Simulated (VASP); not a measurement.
Wanted: the native input for a VASP 6.6.1 run.

```yaml
Task: single point
Functional: PBE
Potentials_or_basis: VASP PAW PBE potentials, release 64 (K_sv, C)
Cutoff: 600 eV
k_mesh: 6 × 6 × 6
Occupations: gaussian, width 0.1 eV
Spin: no spin polarisation
Dipole_correction: no
Further_INCAR_settings: ALGO = Normal; EDIFF = 1e-06; NBANDS = 14
```

The structure of KC lies in POSCAR:

```
KC
1.0
    0.0000000000      2.8304919700      2.8304919700
    2.8304919700      0.0000000000      2.8304919700
    2.8304919700      2.8304919700      0.0000000000
K C
1 1
Direct
    0.0000000000      0.0000000000      0.0000000000
    0.2500000000      0.2500000000      0.2500000000
```

The input as run:

INCAR

```
SYSTEM = KC
ALGO = Normal ; EDIFF = 1E-6
ENCUT = 600 ; GGA = PE
GGA_COMPAT = .False. ; ISIF = 2
ISMEAR = 0 ; LASPH = .True.
LCHARG = .False. ; LREAL = .False.
LWAVE = .False. ; NBANDS = 14
NELM = 120 ; PREC = Accurate
SIGMA = 0.1
```

KPOINTS

```
k-points
0
Gamma
  6 6 6
  0 0 0
```

Potentials or basis: VASP PAW PBE potentials, release 64 (K_sv, C).

Launch:

```sh
$ cat potpaw_PBE.64/K_sv/POTCAR potpaw_PBE.64/C/POTCAR > POTCAR
$ mpirun -np 1 vasp_std > vasp.out
```

It gave:

| Item | Value |
| --- | --- |
| Pressure | 12.2 GPa |

It took 12 s on 1 thread of Intel(R) Xeon(R) Platinum 8488C (Sapphire Rapids), on a shared host, peak memory 0.17 GiB.
